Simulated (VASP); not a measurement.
# Zn (P6_3/mmc) in VASP: notebook

Aim: see how the results for Zn move with the level of theory and the settings. Levels: PBE, LDA. Tasks: single point.

All numbers are computed with VASP 6.6.1; they aren't measurements. Logs are shortened: lines on timing, memory, paths and dates and some standing lists are left out, and cuts for length are marked.

### 1 The cell of the first run

The structure is hexagonal, space group P6_3/mmc (No. 194). Conventional cell: a = 2.615 Å, b = 2.615 Å, c = 4.865 Å, α = 90.00°, β = 90.00°, γ = 120.00°. Zn (site symmetry -6m2) has 12 Zn at 2.62 to 2.86 Å within 3.5 Å.

### 2 Single point, PBE

File INCAR:

```
PREC = Accurate
ENCUT = 520
EDIFF = 1E-6
ISMEAR = -1
SIGMA = 0.05
LREAL = F
LASPH = T
NELM = 80
ALGO = Normal
ISIF = 2
LWAVE = F
LCHARG = T
GGA = PE
LELF = T
LVHAR = T
NBANDS = 19
```

File KPOINTS:

```
regular mesh
0
Gamma
  11 11 6
```

File POSCAR:

```
Zn
1.0
    2.6154949103      0.0000000000      0.0000000000
   -1.3077474551      2.2650850358      0.0000000000
    0.0000000000      0.0000000000      4.8646246159
Zn
2
Direct
    0.6666666667      0.3333333333      0.7500000000
    0.3333333333      0.6666666667      0.2500000000
```

Potentials or basis: VASP PAW PBE potentials, release 64 (Zn).

On the command line:

```
cat potpaw_PBE.64/Zn/POTCAR > POTCAR
mpirun -np 1 vasp_std > vasp.out
```

OUTCAR:

```text
PREC = Accurate
   ENCUT = 520
   EDIFF = 1E-6
   ISMEAR = -1
   LREAL = F
   LASPH = T
   NELM = 80
   ISIF = 2
   GGA = PE

 ion  position               nearest neighbor table
   1  0.667  0.333  0.750-   2 2.86   2 2.86   2 2.86   2 2.86   2 2.86   2 2.86
   2  0.333  0.667  0.250-   1 2.86   1 2.86   1 2.86   1 2.86   1 2.86   1 2.86

  LATTYP: Found a hexagonal cell.
 ALAT       =     2.6154949103
 C/A-ratio  =     1.8599250936

  Lattice vectors:

 A1 = (   2.6154949103,   0.0000000000,   0.0000000000)
 A2 = (  -1.3077474551,   2.2650850358,   0.0000000000)
 A3 = (   0.0000000000,   0.0000000000,   4.8646246159)

Analysis of symmetry for initial positions (statically):
=====================================================================
 Subroutine PRICEL returns:
 Original cell was already a primitive cell.

 Routine SETGRP: Setting up the symmetry group for a
 hexagonal supercell.

 Subroutine GETGRP returns: Found 24 space group operations
 (whereof 12 operations were pure point group operations)
 out of a pool of 24 trial point group operations.

The static configuration has the point symmetry D_3d.
 The point group associated with its full space group is D_6h.

Analysis of symmetry for dynamics (positions and initial velocities):
=====================================================================
 Subroutine PRICEL returns:
 Original cell was already a primitive cell.

 Routine SETGRP: Setting up the symmetry group for a
 hexagonal supercell.

 Subroutine GETGRP returns: Found 24 space group operations
 (whereof 12 operations were pure point group operations)
 out of a pool of 24 trial point group operations.

The dynamic configuration has the point symmetry D_3d.
 The point group associated with its full space group is D_6h.

 Subroutine INISYM returns: Found 24 space group operations
 (whereof 12 operations are pure point group operations),
 and found     1 'primitive' translations

----------------------------------------------------------------------------------------

                                     Primitive cell

  volume of cell :      28.8196

  direct lattice vectors                    reciprocal lattice vectors
     2.615494910  0.000000000  0.000000000     0.382336817  0.220742264  0.000000000
[... 75 lines left out ...]
   NGXF,Y,Z  is equivalent  to a cutoff of  25.42, 25.42, 24.61 a.u.
 SYSTEM =  unknown system
   PREC   = accura    normal or accurate (medium, high low for compatibility)
   ISTART =      0    job   : 0-new  1-cont  2-samecut
   ICHARG =      2    charge: 1-file 2-atom 10-const
   ISPIN  =      1    spin polarized calculation?
   LNONCOLLINEAR =      F non collinear calculations
   LSORBIT =      F    spin-orbit coupling
   LASPH  =      T    aspherical Exc in radial PAW
   ENCUT  =  520.0 eV  38.22 Ry    6.18 a.u.   4.86  4.86  9.04*2*pi/ulx,y,z
   NELM   =     80;   NELMIN=  2; NELMDL= -5     # of ELM steps
   EDIFF  = 0.1E-05   stopping-criterion for ELM
   LREAL  =      F    real-space projection
   EDIFFG = 0.1E-04   stopping-criterion for IOM
   NSW    =      0    number of steps for IOM
   IBRION =     -1    ionic relax: 0-MD 1-quasi-New 2-CG
   NFREE  =      0    steps in history (QN), initial steepest desc. (CG)
   ISIF   =      2    stress and relaxation
   ISYM   =      2    0-nonsym 1-usesym 2-fastsym
   POTIM  = 0.5000    time-step for ionic-motion
   TEBEG  =    0.0;   TEEND  =   0.0 temperature during run
   PSTRESS=    0.0 pullay stress
   NELECT =      24.0000    total number of electrons
   NUPDOWN=      -1.0000    fix difference up-down
   EMIN   =  10.00;   EMAX   =-10.00  energy-range for DOS
   EFERMI =   0.00;   METHOD = LEGACY
   ISMEAR =    -1;   SIGMA  =   0.05  broadening in eV -4-tet -1-fermi 0-gaus
   EFERMI_NEDOS =   21; number of points for ismear=-14 and -15
   IALGO  =     38    algorithm
   IMIX   =      4    mixing-type and parameters
     AMIX     =   0.40;   BMIX     =  1.00
     AMIX_MAG =   1.60;   BMIX_MAG =  1.00
  volume/ion in A,a.u.               =      14.41        97.24
  Fermi-wavevector in a.u.,A,eV,Ry     =   1.540220  2.910593 32.276784  2.372277
  Thomas-Fermi vector in A             =   2.646337
   LORBIT       =      0    0 simple, 1 ext, 2 COOP (PROOUT), +10 PAW based schemes
   GGA     = PE    functional components
   LHFCALC =     F    Hartree Fock is set to
   AEXX    =    0.0000 exact exchange contribution
   IVDW    =     0    specifies the selected vdW correction
   LEPSILON=     F    determine dielectric tensor
   LRPA    =     F    only Hartree local field effects (RPA)
 non-spin polarized calculation
  energy-cutoff  :      520.00
  volume of cell :       28.82
 maximum number of plane-waves:       789
 NGX is ok and might be reduce to    20
   NGX =  9   NGY =  9   NGZ = 19

 number of electron      24.0000035 magnetization

 Free energy of the ion-electron system (eV)
  ---------------------------------------------------
  ext. energy  EPLUGINS =         0.00000000
  ---------------------------------------------------
  free energy    TOTEN  =        -2.17866560 eV

  energy without entropy =       -2.17400690  energy(sigma->0) =       -2.17633625

 E-fermi :   3.3631     XC(G=0): -11.8358

 val. band max:        3.3281983076   @ k =   0.3636   0.2727   0.3333
 cond. band min:       3.3688399176   @ k =   0.3636   0.2727   0.3333
 fundamental gap:      0.0406416100
 Fermi energy:         3.3631373095

 k-point     1 :       0.0000    0.0000    0.0000
  band No.  band energies     occupation
      1      -7.3324      2.00000
      2      -5.3600      2.00000
      3      -4.5802      2.00000
      4      -4.3182      2.00000
      5      -4.3182      2.00000
      6      -4.2629      2.00000
[... 505 lines left out ...]
      6      -4.2739      2.00000
[... 11 lines left out ...]
     18      18.6438      0.00000
     19      20.7623      0.00000

 [... further k-points ...]
[... 5 lines left out ...]
  --------------------------------------------------------------------------------------
  -------------------------------------------------------------------------------------
  Total        1.0849812      1.0849812      0.4738722      0.0000000     -0.0000000      0.0000000
  in kB       60.3177423     60.3177423     26.3441462      0.0000000     -0.0000000      0.0000000
  external PRESSURE =      48.9932103 kB  Pullay stress =       0.0000000 kB

 VOLUME and BASIS-vectors are now :
 -----------------------------------------------------------------------------
  energy-cutoff  :      520.00
  volume of cell :       28.82
      direct lattice vectors                 reciprocal lattice vectors
     2.615494910  0.000000000  0.000000000     0.382336817  0.220742264  0.000000000
    -1.307747455  2.265085036  0.000000000     0.000000000  0.441484529  0.000000000
     0.000000000  0.000000000  4.864624616     0.000000000  0.000000000  0.205565707

 POSITION                                       TOTAL-FORCE (eV/Angst)
 -----------------------------------------------------------------------------------
      1.30775      0.75503      3.64847         0.000000      0.000000      0.000000
     -0.00000      1.51006      1.21616        -0.000000      0.000000      0.000000
 -----------------------------------------------------------------------------------
    total drift:                               -0.000000      0.000000     -0.000000

  FREE ENERGIE OF THE ION-ELECTRON SYSTEM (eV)
  ---------------------------------------------------
  free  energy   TOTEN  =        -2.1786656026 eV

  energy  without entropy=       -2.1740069034  energy(sigma->0) =       -2.17633625
```

OSZICAR:

```text
N       E                     dE             d eps       ncg     rms          rms(c)
DAV:   1     0.112403222748E+03    0.11240E+03   -0.12341E+04  2560   0.202E+03
DAV:   2     0.241156710425E+01   -0.10999E+03   -0.10616E+03  2455   0.295E+02
DAV:   3    -0.238919689495E+01   -0.48008E+01   -0.47787E+01  2711   0.681E+01
DAV:   4    -0.241626095935E+01   -0.27064E-01   -0.27057E-01  2708   0.517E+00
DAV:   5    -0.241629405670E+01   -0.33097E-04   -0.33097E-04  2677   0.165E-01    0.451E+00
DAV:   6    -0.219497532016E+01    0.22132E+00   -0.83674E-01  2701   0.197E+01    0.329E+00
DAV:   7    -0.218386677745E+01    0.11109E-01   -0.29048E-02  3085   0.291E+00    0.167E+00
DAV:   8    -0.217865926612E+01    0.52075E-02   -0.17705E-03  3337   0.677E-01    0.476E-02
DAV:   9    -0.217866286298E+01   -0.35969E-05   -0.24467E-04  3271   0.203E-01    0.342E-02
DAV:  10    -0.217866580701E+01   -0.29440E-05   -0.23851E-05  2573   0.583E-02    0.305E-03
DAV:  11    -0.217866560265E+01    0.20437E-06   -0.86860E-08  1521   0.294E-03
   1 F= -.21786656E+01 E0= -.21763363E+01  d E =-.465870E-02
```

Wall time 15 s (1 thread of Intel Xeon Platinum 8488C (Sapphire Rapids), shared host); peak memory 0.15 GiB.

What came out:

- Free energy: -2.1787 eV
- Pressure: 4.9 GPa
- Band gap on the k mesh: zero (band 12 reaches 5.25 eV, above the bottom of band 13 at 0.49 eV)

Stress tensor (GPa, compression positive):
```
6.03 0.00 0.00
0.00 6.03 0.00
0.00 0.00 2.63
```

Levels at points of the mesh, in eV from the Fermi level:
```tsv
k point	band 8	band 9	band 10	band 11	band 12	band 13	band 14	band 15	band 16	band 17
(0.00, 0.00, 0.00)	-7.27	-7.27	-7.04	-7.04	-3.78	-2.87	14.19	17.92	18.34	18.34
(0.00, 0.00, 0.50)	-7.67	-7.13	-7.13	-7.13	-7.13	4.87	4.87	19.70	19.70	19.70
```

### 3 Single point, LDA

This run uses another cell than the first one, of 14.72 Å³/atom, 1.021 times its volume.

File INCAR:

```
SYSTEM = Zn
PREC     = Accurate       ! precision mode
ENCUT    = 520            ! plane-wave cutoff, eV
EDIFF    = 1E-6           ! SCF threshold, eV
ISMEAR   = -1             ! smearing method
SIGMA    = 0.05           ! smearing width, eV
LREAL    = .FALSE.        ! projectors in reciprocal space
LASPH    = .TRUE.         ! aspherical terms in the spheres
NELM     = 60             ! most SCF steps
ALGO     = Fast           ! electronic algorithm
ISIF     = 2              ! what is computed and relaxed
LWAVE    = .FALSE.        ! write WAVECAR
LCHARG   = .FALSE.        ! write CHGCAR
NBANDS   = 19             ! bands
```

File KPOINTS:

```
Automatic mesh
0
G
  11 11 6
  0 0 0
```

File POSCAR:

```
Zn
1.0
    2.6339144954      0.0000000000      0.0000000000
   -1.3169572477      2.2810368644      0.0000000000
    0.0000000000      0.0000000000      4.8988836645
Zn
2
Direct
    0.6666666667      0.3333333333      0.7500000000
    0.3333333333      0.6666666667      0.2500000000
```

Potentials or basis: VASP PAW LDA potentials, release 64 (Zn).

On the command line:

```
cat potpaw_LDA.64/Zn/POTCAR > POTCAR
mpirun -np 1 vasp_std > vasp.out
```

It took 16 s on 1 thread of Intel Xeon Platinum 8488C (Sapphire Rapids), shared host; peak memory 0.14 GiB.

The run converged. Its results:

- Free energy: -3.6975 eV
- Pressure: -5.9 GPa
- Band gap on the k mesh: zero (band 12 reaches 4.85 eV, above the bottom of band 13 at 0.03 eV)

Stress tensor (GPa, compression positive):
```
-5.95  0.00  0.00
 0.00 -5.95  0.00
 0.00  0.00 -5.79
```

Levels at points of the mesh, in eV from the Fermi level:
```tsv
k point	band 10	band 11	band 12	band 13	band 14	band 15
(0.00, 0.00, 0.00)	-7.07	-7.07	-3.63	-2.95	13.91	17.74
(0.00, 0.00, 0.50)	-7.16	-7.16	-7.16	4.78	4.78	19.21
```

### 4 Single point, PBE

This run uses another cell than the first one, of 14.72 Å³/atom, 1.021 times its volume.

File INCAR:

```
SYSTEM = Zn
ALGO     = Fast           ! electronic algorithm
EDIFF    = 1E-6           ! SCF threshold, eV
ENCUT    = 520            ! plane-wave cutoff, eV
GGA      = PE             ! functional
ISIF     = 2              ! what is computed and relaxed
ISMEAR   = -1             ! smearing method
LASPH    = .TRUE.         ! aspherical terms in the spheres
LCHARG   = .TRUE.         ! write CHGCAR
LELF     = .TRUE.         ! ELF
LREAL    = .FALSE.        ! projectors in reciprocal space
LVHAR    = .TRUE.       
LWAVE    = .FALSE.        ! write WAVECAR
NBANDS   = 19             ! bands
NELM     = 60             ! most SCF steps
PREC     = Accurate       ! precision mode
SIGMA    = 0.05           ! smearing width, eV
```

File KPOINTS:

```
k-points
0
G
  11 11 6
  0 0 0
```

POSCAR is that of step 3.

Potentials or basis: VASP PAW PBE potentials, release 64 (Zn).

On the command line:

```
cat potpaw_PBE.64/Zn/POTCAR > POTCAR
mpirun -np 1 vasp_std > vasp.out
```

Wall time 18 s (1 thread of Intel Xeon Platinum 8488C (Sapphire Rapids), shared host); peak memory 0.15 GiB.

Results (log left out):

```yaml
Free_energy: -2.1935 eV
Pressure: 3.2 GPa
Band_gap_on_the_k_mesh: zero (band 12 reaches 5.08 eV, above the bottom of band 13 at 0.31 eV)
```

Stress tensor (GPa, compression positive):
```
4.07 0.00 0.00
0.00 4.07 0.00
0.00 0.00 1.57
```

Levels at points of the mesh, in eV from the Fermi level:
```tsv
k point	band 10	band 11	band 12	band 13	band 14	band 15
(0.00, 0.00, 0.00)	-7.01	-7.01	-3.67	-2.90	13.99	17.69
(0.00, 0.00, 0.50)	-7.10	-7.10	-7.10	4.80	4.80	19.37
```

### 5 Single point, LDA

This run uses another cell than the first one, of 15.02 Å³/atom, 1.043 times its volume.

File INCAR:

```
SYSTEM = Zn
PREC     = Accurate       ! precision mode
ENCUT    = 520            ! plane-wave cutoff, eV
EDIFF    = 1E-6           ! SCF threshold, eV
ISMEAR   = -1             ! smearing method
SIGMA    = 0.05           ! smearing width, eV
LREAL    = .False.        ! projectors in reciprocal space
LASPH    = .True.         ! aspherical terms in the spheres
NELM     = 60             ! most SCF steps
ALGO     = Fast           ! electronic algorithm
ISIF     = 2              ! what is computed and relaxed
LWAVE    = .False.        ! write WAVECAR
LCHARG   = .False.        ! write CHGCAR
NBANDS   = 19             ! bands
```

File KPOINTS:

```
regular mesh
0
Gamma
  11 11 6
  0 0 0
```

File POSCAR:

```
Zn
1.0
    2.6520799970      0.0000000000      0.0000000000
   -1.3260399985      2.2967686502      0.0000000000
    0.0000000000      0.0000000000      4.9326701367
Zn
2
Direct
    0.6666666667      0.3333333333      0.7500000000
    0.3333333333      0.6666666667      0.2500000000
```

Potentials or basis: VASP PAW LDA potentials, release 64 (Zn).

On the command line:

```
cat potpaw_LDA.64/Zn/POTCAR > POTCAR
mpirun -np 1 vasp_std > vasp.out
```

It took 20 s on 1 thread of Intel Xeon Platinum 8488C (Sapphire Rapids), shared host; peak memory 0.14 GiB.

The run converged. Its results:

* Free energy: -3.6716 eV
* Pressure: -7.3 GPa
* Band gap on the k mesh: zero (band 12 reaches 4.69 eV, above the bottom of band 13 at -0.14 eV)

Stress tensor (GPa, compression positive):
```
-7.58  0.00  0.00
 0.00 -7.58  0.00
 0.00  0.00 -6.72
```

Levels at points of the mesh, in eV from the Fermi level:
```csv
k point,band 9,band 10,band 11,band 12,band 13,band 14,band 15,band 16
"(0.00, 0.00, 0.00)",-7.26,-7.05,-7.05,-3.53,-2.97,13.72,17.51,17.62
"(0.00, 0.00, 0.50)",-7.14,-7.14,-7.14,-7.14,4.71,4.71,18.90,18.90
```

### 6 Overview

| level | potentials or basis | cell | gap on the mesh (eV) | pressure (GPa) |
| --- | --- | --- | --- | --- |
| PBE | VASP PAW PBE potentials, release 64 (Zn) | a = 2.615, b = 2.615, c = 4.865 Å, angles 90.0, 90.0, 120.0°, 2 atoms | none | 4.9 |
| LDA | VASP PAW LDA potentials, release 64 (Zn) | a = 2.634, b = 2.634, c = 4.899 Å, angles 90.0, 90.0, 120.0°, 2 atoms | none | -5.9 |
| PBE | VASP PAW PBE potentials, release 64 (Zn) | a = 2.634, b = 2.634, c = 4.899 Å, angles 90.0, 90.0, 120.0°, 2 atoms | none | 3.2 |
| LDA | VASP PAW LDA potentials, release 64 (Zn) | a = 2.652, b = 2.652, c = 4.933 Å, angles 90.0, 90.0, 120.0°, 2 atoms | none | -7.3 |

Alike in all rows: task single point; no spin polarisation; k mesh 11 × 11 × 6; cutoff (eV) 520; smearing fermi-dirac 0.05 eV.

Total energies depend on the potentials used, so only differences within one code and one set of settings carry meaning.
